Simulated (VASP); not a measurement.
# Sn (I4_1/amd) in VASP: single point with LDA

Aim: the single point of Sn with LDA.

Everything below comes from runs of VASP 6.6.1. Logs are shortened: lines on timing, memory, paths and dates and some standing lists are left out, and cuts for length are marked.

## (1) The cell of the first run

Symmetry: I4_1/amd, No. 141, tetragonal system. The conventional cell has a = 5.832 Å, b = 5.832 Å, c = 3.182 Å, α = 90.00°, β = 90.00°, γ = 90.00°. Sn (site symmetry -4m2) has 10 Sn at 3.02 to 3.77 Å within 4.0 Å.

## (2) Single point, LDA

INCAR reads:

```
PREC = Accurate ; ENCUT = 520
EDIFF = 1E-6 ; ISMEAR = 0
SIGMA = 0.1 ; LREAL = F
LASPH = T ; NELM = 60
ALGO = Normal ; ISIF = 2
LWAVE = F ; LCHARG = T
LELF = T ; LVHAR = T
NBANDS = 21
```

KPOINTS reads:

```
Automatic mesh
0
Gamma
  6 6 6
```

POSCAR reads:

```
Sn
1.0
   -2.9161500000      2.9161500000      1.5911500000
    2.9161500000     -2.9161500000      1.5911500000
    2.9161500000      2.9161500000     -1.5911500000
Sn
2
Direct
    0.0000000000      0.0000000000      0.0000000000
    0.7500000000      0.2500000000      0.5000000000
```

Potentials or basis: VASP PAW LDA potentials, release 64 (Sn_d).

Command:

```
$ cat potpaw_LDA.64/Sn_d/POTCAR > POTCAR
$ mpirun -np 1 vasp_std > vasp.out
```

OUTCAR:

```text
PREC = Accurate
   ENCUT = 520
   EDIFF = 1E-6
   ISMEAR = 0
   LREAL = F
   LASPH = T
   NELM = 60
   ISIF = 2

 ion  position               nearest neighbor table
   1  0.000  0.000  0.000-   2 3.02   2 3.02   2 3.02   2 3.02
   2  0.750  0.250  0.500-   1 3.02   1 3.02   1 3.02   1 3.02

  LATTYP: Found a body centered tetragonal cell.
 ALAT       =     5.8323000000
 C/A-ratio  =     0.5456337980

  Lattice vectors:

 A1 = (  -2.9161500000,   2.9161500000,   1.5911500000)
 A2 = (   2.9161500000,  -2.9161500000,   1.5911500000)
 A3 = (   2.9161500000,   2.9161500000,  -1.5911500000)

Analysis of symmetry for initial positions (statically):
=====================================================================
 Subroutine PRICEL returns:
 Original cell was already a primitive cell.

 Routine SETGRP: Setting up the symmetry group for a
 body centered tetragonal supercell.

 Subroutine GETGRP returns: Found 16 space group operations
 (whereof  8 operations were pure point group operations)
 out of a pool of 16 trial point group operations.

The static configuration has the point symmetry D_2d.
 The point group associated with its full space group is D_4h.

Analysis of symmetry for dynamics (positions and initial velocities):
=====================================================================
 Subroutine PRICEL returns:
 Original cell was already a primitive cell.

 Routine SETGRP: Setting up the symmetry group for a
 body centered tetragonal supercell.

 Subroutine GETGRP returns: Found 16 space group operations
 (whereof  8 operations were pure point group operations)
 out of a pool of 16 trial point group operations.

The dynamic configuration has the point symmetry D_2d.
 The point group associated with its full space group is D_4h.

 Subroutine INISYM returns: Found 16 space group operations
 (whereof  8 operations are pure point group operations),
 and found     1 'primitive' translations

----------------------------------------------------------------------------------------

                                     Primitive cell

  volume of cell :      54.1241

  direct lattice vectors                    reciprocal lattice vectors
    -2.916150000  2.916150000  1.591150000     0.000000000  0.171458944  0.314238130
[... 76 lines left out ...]
 SYSTEM =  unknown system
   PREC   = accura    normal or accurate (medium, high low for compatibility)
   ISTART =      0    job   : 0-new  1-cont  2-samecut
   ICHARG =      2    charge: 1-file 2-atom 10-const
   ISPIN  =      1    spin polarized calculation?
   LNONCOLLINEAR =      F non collinear calculations
   LSORBIT =      F    spin-orbit coupling
   LASPH  =      T    aspherical Exc in radial PAW
   ENCUT  =  520.0 eV  38.22 Ry    6.18 a.u.   8.22  8.22  8.22*2*pi/ulx,y,z
   NELM   =     60;   NELMIN=  2; NELMDL= -5     # of ELM steps
   EDIFF  = 0.1E-05   stopping-criterion for ELM
   LREAL  =      F    real-space projection
   EDIFFG = 0.1E-04   stopping-criterion for IOM
   NSW    =      0    number of steps for IOM
   IBRION =     -1    ionic relax: 0-MD 1-quasi-New 2-CG
   NFREE  =      0    steps in history (QN), initial steepest desc. (CG)
   ISIF   =      2    stress and relaxation
   ISYM   =      2    0-nonsym 1-usesym 2-fastsym
   POTIM  = 0.5000    time-step for ionic-motion
   TEBEG  =    0.0;   TEEND  =   0.0 temperature during run
   PSTRESS=    0.0 pullay stress
   NELECT =      28.0000    total number of electrons
   NUPDOWN=      -1.0000    fix difference up-down
   EMIN   =  10.00;   EMAX   =-10.00  energy-range for DOS
   EFERMI =   0.00;   METHOD = LEGACY
   ISMEAR =     0;   SIGMA  =   0.10  broadening in eV -4-tet -1-fermi 0-gaus
   EFERMI_NEDOS =   21; number of points for ismear=-14 and -15
   IALGO  =     38    algorithm
   IMIX   =      4    mixing-type and parameters
     AMIX     =   0.40;   BMIX     =  1.00
     AMIX_MAG =   1.60;   BMIX_MAG =  1.00
  volume/ion in A,a.u.               =      27.06       182.62
  Fermi-wavevector in a.u.,A,eV,Ry     =   1.314207  2.483492 23.499180  1.727141
  Thomas-Fermi vector in A             =   2.444476
   LORBIT       =      0    0 simple, 1 ext, 2 COOP (PROOUT), +10 PAW based schemes
   GGA     = CA    functional components
   LHFCALC =     F    Hartree Fock is set to
   AEXX    =    0.0000 exact exchange contribution
   IVDW    =     0    specifies the selected vdW correction
   LEPSILON=     F    determine dielectric tensor
   LRPA    =     F    only Hartree local field effects (RPA)
 non-spin polarized calculation
 Gauss-broadening in eV      SIGMA  =   0.10
  energy-cutoff  :      520.00
  volume of cell :       54.12
 maximum number of plane-waves:      1476
 NGX is ok and might be reduce to    36
   NGX = 17   NGY = 17   NGZ = 17

 number of electron      28.0000002 magnetization

 Free energy of the ion-electron system (eV)
  ---------------------------------------------------
  ext. energy  EPLUGINS =         0.00000000
  ---------------------------------------------------
  free energy    TOTEN  =        -8.95762733 eV

  energy without entropy =       -8.95134145  energy(sigma->0) =       -8.95448439

 E-fermi :   7.8795     XC(G=0): -10.5597

 val. band max:        7.8669152145   @ k =  -0.1667  -0.1667   0.1667
 cond. band min:       7.9002754411   @ k =  -0.1667   0.3333   0.1667
 fundamental gap:      0.0333602267
 Fermi energy:         7.8794739218

 k-point     1 :       0.0000    0.0000    0.0000
  band No.  band energies     occupation
      1     -13.8195      2.00000
      2     -13.7403      2.00000
      3     -13.6889      2.00000
      4     -13.6850      2.00000
      5     -13.5302      2.00000
      6     -13.5302      2.00000
[... 565 lines left out ...]
     20      16.9469      0.00000
     21      18.7113      0.00000

 [... further k-points ...]
[... 5 lines left out ...]
  --------------------------------------------------------------------------------------
  -------------------------------------------------------------------------------------
  Total       -0.4335018     -0.4335018     -1.0321912      0.0000000      0.0000000      0.0000000
  in kB      -12.8324814    -12.8324814    -30.5548323      0.0000000      0.0000000      0.0000000
  external PRESSURE =     -18.7399317 kB  Pullay stress =       0.0000000 kB

 VOLUME and BASIS-vectors are now :
 -----------------------------------------------------------------------------
  energy-cutoff  :      520.00
  volume of cell :       54.12
      direct lattice vectors                 reciprocal lattice vectors
    -2.916150000  2.916150000  1.591150000     0.000000000  0.171458944  0.314238130
     2.916150000 -2.916150000  1.591150000     0.171458944  0.000000000  0.314238130
     2.916150000  2.916150000 -1.591150000     0.171458944  0.171458944  0.000000000

 POSITION                                       TOTAL-FORCE (eV/Angst)
 -----------------------------------------------------------------------------------
      0.00000      0.00000      0.00000        -0.000000     -0.000000      0.000000
      0.00000      2.91615      0.79558         0.000000      0.000000     -0.000000
 -----------------------------------------------------------------------------------
    total drift:                               -0.000000      0.000000     -0.000000

  FREE ENERGIE OF THE ION-ELECTRON SYSTEM (eV)
  ---------------------------------------------------
  free  energy   TOTEN  =        -8.9576273343 eV

  energy  without entropy=       -8.9513414504  energy(sigma->0) =       -8.95448439
```

It took 23 s on 1 thread of Intel Xeon Platinum 8259CL at 2.50GHz (Skylake/Cascade Lake), shared host; peak memory 0.18 GiB.

What came out:

```yaml
Free_energy: -8.9576 eV
Pressure: -1.9 GPa
Band_gap_on_the_k_mesh: zero (band 14 reaches 8.76 eV, above the bottom of band 15 at 4.93 eV)
```

Stress tensor (GPa, compression positive):
```
-1.28  0.00  0.00
 0.00 -1.28  0.00
 0.00  0.00 -3.06
```

Caveat: the k points lie up to 0.37 Å⁻¹ apart; spin-orbit coupling is left out, which moves the levels of the heavy elements.
